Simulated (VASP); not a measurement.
Runs of VASP 6.6.1 on MgO (nc.b). The structure is that of space group Fm-3m (No. 225), or close to it. The cells are those of the table. 

```csv
cell,gap on the mesh (eV),pressure (GPa)
"a = 3.068 Å, angles 60.0°, 2 atoms",3.91,-8.8
"a = 3.039 Å, angles 60.0°, 2 atoms",4.16,(a)
"a = 2.916 Å, angles 60.0°, 2 atoms",5.38,(c)
"a = 3.096 Å, angles 60.0°, 2 atoms",(b),-11.8
"a = 3.009 Å, angles 60.0°, 2 atoms",4.44,-1.2
```

Alike in all rows: task single point; level PBE; potentials or basis VASP PAW PBE potentials, release 64 (Mg, O); no spin polarisation; k mesh 10 × 10 × 10; cutoff (eV) 600; smearing gaussian 0.02 eV.

Question: Estimate the missing entries.

Answer: (a) -5.3; (b) 3.67; (c) 15.9.

